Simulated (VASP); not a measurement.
Input of a VASP 6.6.1 run:

File INCAR:

```
SYSTEM = Si2Mo
PREC = Accurate ; ENCUT = 520
EDIFF = 1E-7 ; ISMEAR = -1
SIGMA = 0.05 ; LREAL = .FALSE.
LASPH = .TRUE. ; NELM = 60
ALGO = Normal ; ISIF = 2
LWAVE = .FALSE. ; LCHARG = .FALSE.
GGA = PE ; NBANDS = 18
```

The input KPOINTS:

```
Automatic mesh
0
G
  20 20 20
  0 0 0
```

Contents of POSCAR:

```
Si2Mo
1.0
   -1.5892614214      1.5892614214      3.9041200105
    1.5892614214     -1.5892614214      3.9041200105
    1.5892614214      1.5892614214     -3.9041200105
Si Mo
2 1
Direct
    0.3346995318      0.3346995318      0.0000000000
    0.6653004682      0.6653004682      0.0000000000
    0.0000000000      0.0000000000      0.0000000000
```

Potentials or basis: VASP PAW PBE potentials, release 64 (Si, Mo_sv).

The run is started by

```console
$ cat potpaw_PBE.64/Si/POTCAR potpaw_PBE.64/Mo_sv/POTCAR > POTCAR
$ mpirun -np 1 vasp_std > vasp.out
```

Task: Estimate the band gap on the k mesh.

Result: Zero (bands 11 and 12 overlap by 0.97 eV).

Task: Predict the largest force.

Result: 0.015 eV/Å.

Forces on the atoms (eV/Å):
```
Si   0.000  0.000 -0.015
Si   0.000  0.000  0.015
Mo   0.000  0.000  0.000
```
